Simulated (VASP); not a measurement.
The system is SnTe.

```
CELL_PARAMETERS angstrom
3.12908 -3.16459 0.00000
3.12908 3.16459 0.00000
0.00000 0.00000 3.18014
ATOMIC_POSITIONS crystal
Sn 0.50000 0.50000 0.00000
Te 0.00000 0.00000 0.00000
```

The cell was generated, and may not be a known phase.

* Program: VASP 6.6.1
* Task: relaxation of cell and atoms
* Functional: PBE
* Potentials or basis: VASP PAW PBE potentials, release 64 (Sn_d, Te)
* Cutoff: 600 eV
* k mesh: 4 × 4 × 6
* Occupations: gaussian, width 0.1 eV
* Spin: no spin polarisation

At the start: pressure 0.6 GPa; volume 31.49 Å³/atom.

Problem. How do energy, volume and symmetry change on relaxing?

Solution. Over 3 steps the energy falls by 19.2 meV/atom and the volume is 32.41 Å³/atom (+2.9 %); space group Cmmm (No. 65, to 0.1 Å) before, P4/mmm (No. 123, to 0.1 Å).

The path:
```tsv
step	energy change (eV)	largest force (eV/Å)	pressure (GPa)	volume (Å³)
1	0.0000	0.0000	0.55	62.98
2	-0.0303	0.0000	0.26	63.95
3	-0.0384	0.0000	-0.01	64.81
```

Final structure:
```
Sn Te
1.0
     3.10218   -3.11641    0.00000
     3.10218    3.11641    0.00000
     0.00000    0.00000    3.35191
Sn Te
1 1
Direct
  0.50000 0.50000 0.00000
  0.00000 0.00000 0.00000
```
